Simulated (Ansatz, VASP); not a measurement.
## One calculation of Sn, two programs

```
CELL_PARAMETERS angstrom
-2.94828 2.95040 1.58882
2.95040 -2.94828 1.58882
2.94605 2.94605 -1.58493
ATOMIC_POSITIONS crystal
Sn 0.00003 0.99997 0.00000
Sn 0.74997 0.25003 0.50000
```

Alike in both runs: task single point; functional r2SCAN; k mesh 3 × 3 × 2; occupations fermi-dirac, width 0.1 eV; no spin polarisation.

```csv
,VASP,Ansatz
version,VASP 6.6.1,Ansatz 0.2.0
potentials or method,"VASP PAW PBE potentials, release 64 (Sn_d), cutoff 520 eV","plane waves (500 eV) with PAW, scalar-relativistic"
valence electrons in the cell,28,28
```

```tsv
	VASP	Ansatz	Ansatz less VASP
pressure (GPa)	-0.9	-0.9	0.00
traceless stress, the component that is largest in VASP (GPa)	7.04	7.03	-0.013
```

VASP's potentials were made for PBE, not for r2SCAN.

The k mesh is coarse, so the values compare programs but aren't converged.
